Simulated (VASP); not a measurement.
The system is Zn.

```
Zn
1.0
     0.00000    1.96655    1.96655
     1.96655    0.00000    1.96655
     1.96655    1.96655    0.00000
Zn
1
Cartesian
  0.0000 0.0000 0.0000
```

```yaml
Program: VASP 6.6.1
Task: relaxation of cell and atoms
Functional: revPBE
Potentials_or_basis: VASP PAW PBE potentials, release 64 (Zn)
Cutoff: 600 eV
k_mesh: 14 × 14 × 14
Occupations: fermi-dirac, width 0.1 eV
Spin: no spin polarisation
```

At the start: pressure 2.4 GPa; volume 15.21 Å³/atom.

Q: Where does the relaxation end?

A: Over 3 steps the energy falls by 3.8 meV/atom and the volume is 15.74 Å³/atom (+3.5 %); space group Fm-3m (No. 225, to 0.05 Å).

The path:
| step | energy change (eV) | largest force (eV/Å) | pressure (GPa) | volume (Å³) |
| --- | --- | --- | --- | --- |
| 1 | 0.0000 | 0.0000 | 2.37 | 15.21 |
| 2 | -0.0037 | 0.0000 | 0.13 | 15.71 |
| 3 | -0.0038 | 0.0000 | -0.01 | 15.74 |

Final structure:
```yaml
crystal:
  lattice:
    - [0.00000, 1.98926, 1.98926]
    - [1.98926, 0.00000, 1.98926]
    - [1.98926, 1.98926, 0.00000]
  atoms:
    - { symbol: Zn, position: [0.00000, 0.00000, 0.00000] }
```

Caveat: the PAW data sets were made with another functional, which shifts forces and pressure a little.
